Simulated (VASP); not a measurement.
# Ti (Im-3m) in VASP: further runs

Runs on Ti. Level: r2SCAN. Tasks: single point.

Everything below comes from runs of VASP 6.6.1. Logs are shortened: lines on timing, memory, paths and dates and some standing lists are left out, and cuts for length are marked.

## (1) The cell of the first run

Symmetry: Im-3m, No. 229, cubic system. The conventional cell has a = 3.256 Å, b = 3.256 Å, c = 3.256 Å, α = 90.00°, β = 90.00°, γ = 90.00°. Ti (site symmetry m-3m) has 14 Ti at 2.82 to 3.26 Å within 3.7 Å.

This isn't the form of Ti at room conditions, which is hcp.

## (2) Single point, r2SCAN

POSCAR

```
Ti
1.0
   -1.6281323405      1.6281323405      1.6281323405
    1.6281323405     -1.6281323405      1.6281323405
    1.6281323405      1.6281323405     -1.6281323405
Ti
1
Direct
    0.0000000000      0.0000000000      0.0000000000
```

INCAR.step1

```
PREC     = Accurate       # precision mode
ENCUT    = 520            # plane-wave cutoff, eV
ISMEAR   = -1             # smearing method
SIGMA    = 0.1            # smearing width, eV
LREAL    = F              # projectors in reciprocal space
LASPH    = T              # aspherical terms in the spheres
NELM     = 80             # most SCF steps
NBANDS   = 12             # bands
GGA      = PE             # functional
ALGO     = Normal         # electronic algorithm
EDIFF    = 1E-4           # SCF threshold, eV
LWAVE    = T              # write WAVECAR
LCHARG   = F              # write CHGCAR
```

INCAR.step2

```
PREC     = Accurate       # precision mode
ENCUT    = 520            # plane-wave cutoff, eV
EDIFF    = 1E-7           # SCF threshold, eV
ISMEAR   = -1             # smearing method
SIGMA    = 0.1            # smearing width, eV
LREAL    = F              # projectors in reciprocal space
LASPH    = T              # aspherical terms in the spheres
NELM     = 80             # most SCF steps
ALGO     = Normal         # electronic algorithm
ISIF     = 2              # what is computed and relaxed
LWAVE    = F              # write WAVECAR
LCHARG   = T              # write CHGCAR
METAGGA  = R2SCAN         # meta-GGA
LMIXTAU  = T            
LELF     = T              # ELF
LVHAR    = T            
NBANDS   = 12             # bands
ISTART   = 1
```

KPOINTS

```
Automatic mesh
0
Gamma
  13 13 13
```

Potentials or basis: VASP PAW PBE potentials, release 64 (Ti_sv).

On the command line:

```console
$ cat potpaw_PBE.64/Ti_sv/POTCAR > POTCAR
$ cp INCAR.step1 INCAR
$ mpirun -np 1 vasp_std > vasp.out
$ cp INCAR.step2 INCAR
$ mpirun -np 1 vasp_std > vasp.out
```

OUTCAR:

```text
PREC = Accurate
   ENCUT = 520
   EDIFF = 1E-7
   ISMEAR = -1
   LREAL = F
   LASPH = T
   NELM = 80
   ISIF = 2
   METAGGA = R2SCAN
   ISTART = 1

 ion  position               nearest neighbor table
   1  0.000  0.000  0.000-

  LATTYP: Found a body centered cubic cell.
 ALAT       =     3.2562646810

  Lattice vectors:

 A1 = (  -1.6281323405,   1.6281323405,   1.6281323405)
 A2 = (   1.6281323405,  -1.6281323405,   1.6281323405)
 A3 = (   1.6281323405,   1.6281323405,  -1.6281323405)

Analysis of symmetry for initial positions (statically):
=====================================================================
 Subroutine PRICEL returns:
 Original cell was already a primitive cell.

 Routine SETGRP: Setting up the symmetry group for a
 body centered cubic supercell.

 Subroutine GETGRP returns: Found 48 space group operations
 (whereof 48 operations were pure point group operations)
 out of a pool of 48 trial point group operations.

The static configuration has the point symmetry O_h .

Analysis of symmetry for dynamics (positions and initial velocities):
=====================================================================
 Subroutine PRICEL returns:
 Original cell was already a primitive cell.

 Routine SETGRP: Setting up the symmetry group for a
 body centered cubic supercell.

 Subroutine GETGRP returns: Found 48 space group operations
 (whereof 48 operations were pure point group operations)
 out of a pool of 48 trial point group operations.

The dynamic configuration has the point symmetry O_h .

 Subroutine INISYM returns: Found 48 space group operations
 (whereof 48 operations are pure point group operations),
 and found     1 'primitive' translations

----------------------------------------------------------------------------------------

                                     Primitive cell

  volume of cell :      17.2635

  direct lattice vectors                    reciprocal lattice vectors
    -1.628132341  1.628132341  1.628132341     0.000000000  0.307100343  0.307100343
     1.628132341 -1.628132341  1.628132341     0.307100343  0.000000000  0.307100343
     1.628132341  1.628132341 -1.628132341     0.307100343  0.307100343  0.000000000

  length of vectors
     2.820007935  2.820007935  2.820007935     0.434305470  0.434305470  0.434305470

  position of ions in fractional coordinates (direct lattice)
     0.000000000  0.000000000  0.000000000

  ion indices of the primitive-cell ions
   primitive index   ion index
                 1           1

----------------------------------------------------------------------------------------

 KPOINTS: Automatic mesh

Automatic generation of k-mesh.
 Grid dimensions read from file:
 generate k-points for:   13   13   13

 Generating k-lattice:

  Cartesian coordinates                     Fractional coordinates (reciprocal lattice)
     0.000000000  0.023623103  0.023623103     0.076923077  0.000000000  0.000000000
     0.023623103  0.000000000  0.023623103     0.000000000  0.076923077  0.000000000
     0.023623103  0.023623103  0.000000000     0.000000000  0.000000000  0.076923077

  Length of vectors
     0.033408113  0.033408113  0.033408113

  Shift w.r.t. Gamma in fractional coordinates (k-lattice)
     0.000000000  0.000000000  0.000000000

 Subroutine IBZKPT returns following result:
 ===========================================

 Found     84 irreducible k-points:

 Following reciprocal coordinates:
            Coordinates               Weight
  0.000000  0.000000  0.000000      1.000000
  0.076923  0.000000  0.000000     12.000000
  0.153846  0.000000  0.000000     12.000000
  0.230769  0.000000  0.000000     12.000000
  0.307692  0.000000  0.000000     12.000000
  0.384615  0.000000  0.000000     12.000000
[... 16 lines left out ...]
  0.153846  0.076923  0.076923     24.000000
  0.230769  0.076923  0.076923     24.000000
 [... further k-points ...]
   k-points           NKPTS =     84   k-points in BZ     NKDIM =     84   number of bands    NBANDS=     12
   number of dos      NEDOS =    301   number of ions     NIONS =      1
   total plane-waves  NPLWV =  13824
   dimension x,y,z NGX =    24 NGY =   24 NGZ =   24
   dimension x,y,z NGXF=    48 NGYF=   48 NGZF=   48
   ions per type =               1
   NGX,Y,Z   is equivalent  to a cutoff of  14.15, 14.15, 14.15 a.u.
   NGXF,Y,Z  is equivalent  to a cutoff of  28.30, 28.30, 28.30 a.u.
 SYSTEM =  unknown system
   PREC   = accura    normal or accurate (medium, high low for compatibility)
   ISTART =      1    job   : 0-new  1-cont  2-samecut
   ICHARG =      0    charge: 1-file 2-atom 10-const
   ISPIN  =      1    spin polarized calculation?
   LNONCOLLINEAR =      F non collinear calculations
   LSORBIT =      F    spin-orbit coupling
   LASPH  =      T    aspherical Exc in radial PAW
   ENCUT  =  520.0 eV  38.22 Ry    6.18 a.u.   5.24  5.24  5.24*2*pi/ulx,y,z
   NELM   =     80;   NELMIN=  2; NELMDL=  0     # of ELM steps
   EDIFF  = 0.1E-06   stopping-criterion for ELM
   LREAL  =      F    real-space projection
   EDIFFG = 0.1E-05   stopping-criterion for IOM
   NSW    =      0    number of steps for IOM
   IBRION =     -1    ionic relax: 0-MD 1-quasi-New 2-CG
   NFREE  =      0    steps in history (QN), initial steepest desc. (CG)
   ISIF   =      2    stress and relaxation
   ISYM   =      2    0-nonsym 1-usesym 2-fastsym
   POTIM  = 0.5000    time-step for ionic-motion
   TEBEG  =    0.0;   TEEND  =   0.0 temperature during run
   PSTRESS=    0.0 pullay stress
   NELECT =      12.0000    total number of electrons
   NUPDOWN=      -1.0000    fix difference up-down
   EMIN   =  10.00;   EMAX   =-10.00  energy-range for DOS
   EFERMI =   0.00;   METHOD = LEGACY
   ISMEAR =    -1;   SIGMA  =   0.10  broadening in eV -4-tet -1-fermi 0-gaus
   EFERMI_NEDOS =   21; number of points for ismear=-14 and -15
   IALGO  =     38    algorithm
   IMIX   =      4    mixing-type and parameters
     AMIX     =   0.40;   BMIX     =  1.00
     AMIX_MAG =   1.60;   BMIX_MAG =  1.00
  volume/ion in A,a.u.               =      17.26       116.50
  Fermi-wavevector in a.u.,A,eV,Ry     =   1.450192  2.740466 28.613831  2.103057
  Thomas-Fermi vector in A             =   2.567832
   LORBIT       =      0    0 simple, 1 ext, 2 COOP (PROOUT), +10 PAW based schemes
   METAGGA = R2SCAN    functional components
   LHFCALC =     F    Hartree Fock is set to
   AEXX    =    0.0000 exact exchange contribution
   IVDW    =     0    specifies the selected vdW correction
   LEPSILON=     F    determine dielectric tensor
   LRPA    =     F    only Hartree local field effects (RPA)
 non-spin polarized calculation
  energy-cutoff  :      520.00
  volume of cell :       17.26
 maximum number of plane-waves:       478
 NGX is ok and might be reduce to    24
   NGX = 11   NGY = 11   NGZ = 11

 number of electron      11.9999997 magnetization

 Free energy of the ion-electron system (eV)
  ---------------------------------------------------
  ext. energy  EPLUGINS =         0.00000000
  ---------------------------------------------------
  free energy    TOTEN  =       -12.85018319 eV

  energy without entropy =      -12.77740843  energy(sigma->0) =      -12.81379581

 E-fermi :   8.1862     XC(G=0): -12.4304

 val. band max:        8.1763633312   @ k =   0.2308   0.0769   0.0769
 cond. band min:       8.1867351989   @ k =  -0.3846  -0.4615   0.0769
 fundamental gap:      0.0103718677
 Fermi energy:         8.1861629288

 k-point     1 :       0.0000    0.0000    0.0000
  band No.  band energies     occupation
      1     -50.7106      2.00000
      2     -25.5071      2.00000
      3     -25.5071      2.00000
      4     -25.5071      2.00000
      5       1.8325      2.00000
      6       9.3338      0.00002
      7       9.3338      0.00002
      8       9.3338      0.00002
      9      11.1283      0.00000
     10      11.1283      0.00000
     11      26.3174      0.00000
     12      26.3174      0.00000

 k-point     2 :       0.0769    0.0000    0.0000
  band No.  band energies     occupation
      1     -50.7026      2.00000
      2     -25.5494      2.00000
      3     -25.5199      2.00000
      4     -25.5074      2.00000
      5       2.0435      2.00000
      6       9.2348      0.00006
      7       9.3004      0.00003
      8       9.4853      0.00000
      9      11.0163      0.00000
     10      11.1339      0.00000
     11      25.9663      0.00000
     12      26.2826      0.00000

 k-point     3 :       0.1538    0.0000    0.0000
  band No.  band energies     occupation
      1     -50.6806      2.00000
      2     -25.6656      2.00000
      3     -25.5551      2.00000
      4     -25.5083      2.00000
      5       2.6477      2.00000
      6       8.9713      0.00078
      7       9.1327      0.00015
      8       9.9230      0.00000
      9      10.8313      0.00000
     10      11.1583      0.00000
     11      24.8639      0.00000
     12      25.8946      0.00000

 k-point     4 :       0.2308    0.0000    0.0000
  band No.  band energies     occupation
      1     -50.6492      2.00000
      2     -25.8266      2.00000
      3     -25.6044      2.00000
      4     -25.5096      2.00000
      5       3.5513      2.00000
      6       8.6232      0.02498
      7       8.7848      0.00501
      8      10.5926      0.00000
      9      10.8113      0.00000
     10      11.2153      0.00000
     11      23.0544      0.00000
     12      24.9016      0.00000

 k-point     5 :       0.3077    0.0000    0.0000
  band No.  band energies     occupation
      1     -50.6158      2.00000
      2     -25.9942      2.00000
      3     -25.6564      2.00000
      4     -25.5110      2.00000
      5       4.5507      2.00000
      6       8.2792      0.56571
      7       8.4966      0.08586
      8      10.9427      0.00000
      9      11.3072      0.00000
     10      11.3918      0.00000
     11      20.9049      0.00000
     12      23.7116      0.00000
[... 228 lines left out ...]
      1     -50.5540      2.00000
      2     -26.0436      2.00000
      3     -25.9328      2.00000
      4     -25.5926      2.00000
      5       7.0769      1.99997
      6       7.4701      1.99845
      7       7.7926      1.96170
      8      11.2399      0.00000
      9      11.4848      0.00000
     10      15.4604      0.00000
     11      17.3148      0.00000
     12      18.1393      0.00000

 k-point    22 :       0.0769    0.0769    0.0769
  band No.  band energies     occupation
      1     -50.6676      2.00000
      2     -25.7446      2.00000
      3     -25.5368      2.00000
      4     -25.5368      2.00000
      5       3.0326      2.00000
      6       8.8155      0.00369
      7       8.8155      0.00369
      8      10.3634      0.00000
      9      11.0098      0.00000
     10      11.0098      0.00000
     11      24.7462      0.00000
     12      24.7462      0.00000

 k-point    23 :       0.1538    0.0769    0.0769
  band No.  band energies     occupation
      1     -50.6393      2.00000
      2     -25.8798      2.00000
      3     -25.5894      2.00000
      4     -25.5410      2.00000
      5       3.9130      2.00000
      6       8.4438      0.14139
      7       8.4644      0.11659
      8      10.9464      0.00000
      9      11.1076      0.00000
     10      11.1761      0.00000
     11      23.0591      0.00000
     12      23.8500      0.00000

 k-point    24 :       0.2308    0.0769    0.0769
  band No.  band energies     occupation
      1     -50.6090      2.00000
      2     -26.0100      2.00000
      3     -25.6561      2.00000
      4     -25.5455      2.00000
      5       4.9104      2.00000
      6       8.1150      1.34169
      7       8.1764      1.04896
      8      11.0244      0.00000
      9      11.3182      0.00000
     10      11.9564      0.00000
     11      20.9751      0.00000
     12      22.8766      0.00000

 [... further k-points ...]
[... 5 lines left out ...]
  --------------------------------------------------------------------------------------
  -------------------------------------------------------------------------------------
  Total        0.0451139      0.0451139      0.0451139      0.0000000      0.0000000     -0.0000000
  in kB        4.1868916      4.1868916      4.1868916      0.0000000      0.0000000     -0.0000000
  external PRESSURE =       4.1868916 kB  Pullay stress =       0.0000000 kB

 VOLUME and BASIS-vectors are now :
 -----------------------------------------------------------------------------
  energy-cutoff  :      520.00
  volume of cell :       17.26
      direct lattice vectors                 reciprocal lattice vectors
    -1.628132341  1.628132341  1.628132341     0.000000000  0.307100343  0.307100343
     1.628132341 -1.628132341  1.628132341     0.307100343  0.000000000  0.307100343
     1.628132341  1.628132341 -1.628132341     0.307100343  0.307100343  0.000000000

 POSITION                                       TOTAL-FORCE (eV/Angst)
 -----------------------------------------------------------------------------------
      0.00000      0.00000      0.00000         0.000000     -0.000000     -0.000000
 -----------------------------------------------------------------------------------
    total drift:                                0.000000      0.000000      0.000000

  FREE ENERGIE OF THE ION-ELECTRON SYSTEM (eV)
  ---------------------------------------------------
  free  energy   TOTEN  =       -12.8501831872 eV

  energy  without entropy=      -12.7774084272  energy(sigma->0) =      -12.81379581
```

Wall time 82 s (1 thread of Intel Xeon 8259CL, shared host); peak memory 0.15 GiB.

Results:

* Free energy: -12.8502 eV
* Pressure: 0.4 GPa
* Band gap on the k mesh: zero (bands 6 and 7 overlap by 1.80 eV)

Caveat: the PAW data sets were made with another functional, which shifts forces and pressure a little.

## (3) Single point, r2SCAN (15.19 Å³/atom)

This run uses another cell than the first one, of 15.19 Å³/atom.

POSCAR

```
Ti
1.0
   -1.5602131252      1.5602131252      1.5602131252
    1.5602131252     -1.5602131252      1.5602131252
    1.5602131252      1.5602131252     -1.5602131252
Ti
1
Direct
    0.0000000000      0.0000000000      0.0000000000
```

INCAR.step1

```
SYSTEM = Ti
PREC = Accurate
ENCUT = 520
ISMEAR = -1
SIGMA = 0.1
LREAL = .FALSE.
LASPH = .TRUE.
NELM = 80
NBANDS = 12
GGA = PE
ALGO = Normal
EDIFF = 1E-4
LWAVE = .TRUE.
LCHARG = .FALSE.
```

INCAR.step2

```
SYSTEM = Ti
PREC = Accurate
ENCUT = 520
EDIFF = 1E-7
ISMEAR = -1
SIGMA = 0.1
LREAL = .FALSE.
LASPH = .TRUE.
NELM = 80
ALGO = Normal
ISIF = 2
LWAVE = .FALSE.
LCHARG = .FALSE.
METAGGA = R2SCAN
LMIXTAU = .TRUE.
NBANDS = 12
ISTART = 1
```

KPOINTS

```
regular mesh
0
G
  15 15 15
  0 0 0
```

Potentials or basis: VASP PAW PBE potentials, release 64 (Ti_sv).

On the command line:

```console
$ cat potpaw_PBE.64/Ti_sv/POTCAR > POTCAR
$ cp INCAR.step1 INCAR
$ mpirun -np 1 vasp_std > vasp.out
$ cp INCAR.step2 INCAR
$ mpirun -np 1 vasp_std > vasp.out
```

OUTCAR:

```text
SYSTEM = Ti
   PREC = Accurate
   ENCUT = 520
   EDIFF = 1E-7
   ISMEAR = -1
   LREAL = .FALSE.
   LASPH = .TRUE.
   NELM = 80
   ISIF = 2
   METAGGA = R2SCAN
   ISTART = 1

 ion  position               nearest neighbor table
   1  0.000  0.000  0.000-

  LATTYP: Found a body centered cubic cell.
 ALAT       =     3.1204262504

  Lattice vectors:

 A1 = (  -1.5602131252,   1.5602131252,   1.5602131252)
 A2 = (   1.5602131252,  -1.5602131252,   1.5602131252)
 A3 = (   1.5602131252,   1.5602131252,  -1.5602131252)
[... 529 lines left out ...]
      4     -23.7401      2.00000
      5       7.5924      2.00000
      6       9.0885      1.98867
      7       9.7460      0.39322
      8      12.9378      0.00000
      9      13.6301      0.00000
     10      16.7060      0.00000
     11      20.1851      0.00000
     12      22.8608      0.00000

 [... further k-points ...]
[... 5 lines left out ...]
  --------------------------------------------------------------------------------------
  -------------------------------------------------------------------------------------
  Total        1.6877697      1.6877697      1.6877697      0.0000000      0.0000000      0.0000000
  in kB      177.9967180    177.9967180    177.9967180      0.0000000      0.0000000      0.0000000
  external PRESSURE =     177.9967180 kB  Pullay stress =       0.0000000 kB

 VOLUME and BASIS-vectors are now :
 -----------------------------------------------------------------------------
  energy-cutoff  :      520.00
  volume of cell :       15.19
      direct lattice vectors                 reciprocal lattice vectors
    -1.560213125  1.560213125  1.560213125     0.000000000  0.320469038  0.320469038
     1.560213125 -1.560213125  1.560213125     0.320469038  0.000000000  0.320469038
     1.560213125  1.560213125 -1.560213125     0.320469038  0.320469038  0.000000000

 POSITION                                       TOTAL-FORCE (eV/Angst)
 -----------------------------------------------------------------------------------
      0.00000      0.00000      0.00000        -0.000000      0.000000      0.000000
 -----------------------------------------------------------------------------------
    total drift:                                0.000000     -0.000000      0.000000

  FREE ENERGIE OF THE ION-ELECTRON SYSTEM (eV)
  ---------------------------------------------------
  free  energy   TOTEN  =       -12.7403376239 eV

  energy  without entropy=      -12.6787070547  energy(sigma->0) =      -12.70952234
```

OSZICAR.step1:

```text
N       E                     dE             d eps       ncg     rms          rms(c)
DAV:   1     0.884747044909E+02    0.88475E+02   -0.65625E+03  2896   0.124E+03
DAV:   2    -0.432390480050E+01   -0.92799E+02   -0.90067E+02  2936   0.303E+02
DAV:   3    -0.834476445525E+01   -0.40209E+01   -0.39789E+01  3812   0.650E+01
DAV:   4    -0.843796019353E+01   -0.93196E-01   -0.93096E-01  3280   0.853E+00
DAV:   5    -0.844043419884E+01   -0.24740E-02   -0.24739E-02  3248   0.120E+00    0.950E+00
DAV:   6    -0.764828066761E+01    0.79215E+00   -0.17028E+00  3132   0.197E+01    0.276E+00
DAV:   7    -0.764697092581E+01    0.13097E-02   -0.90354E-02  3484   0.370E+00    0.143E+00
DAV:   8    -0.766277939866E+01   -0.15808E-01   -0.44322E-02  3016   0.235E+00    0.112E-01
DAV:   9    -0.766317692902E+01   -0.39753E-03   -0.44001E-03  3468   0.611E-01    0.107E-01
DAV:  10    -0.766327321548E+01   -0.96286E-04   -0.28144E-04  3052   0.183E-01
   1 F= -.76632732E+01 E0= -.76313051E+01  d E =-.639362E-01
```

Wall time 1.7 min (1 thread of Intel Xeon 8259CL, shared host); peak memory 0.14 GiB.

Results:

* Free energy: -12.7403 eV
* Pressure: 17.8 GPa
* Band gap on the k mesh: zero (bands 6 and 7 overlap by 2.07 eV)

Levels at points of the mesh, in eV from the Fermi level:
```tsv
k point	band 4	band 5	band 6	band 7	band 8	band 9
(0.00, 0.00, 0.00)	-33.24	-6.57	1.27	1.27	1.27	3.37
```

Caveat: the cell stands under pressure; the PAW data sets were made with another functional, which shifts forces and pressure a little.

The gap in the log of VASP goes by the Fermi energy; the results here count the filled bands.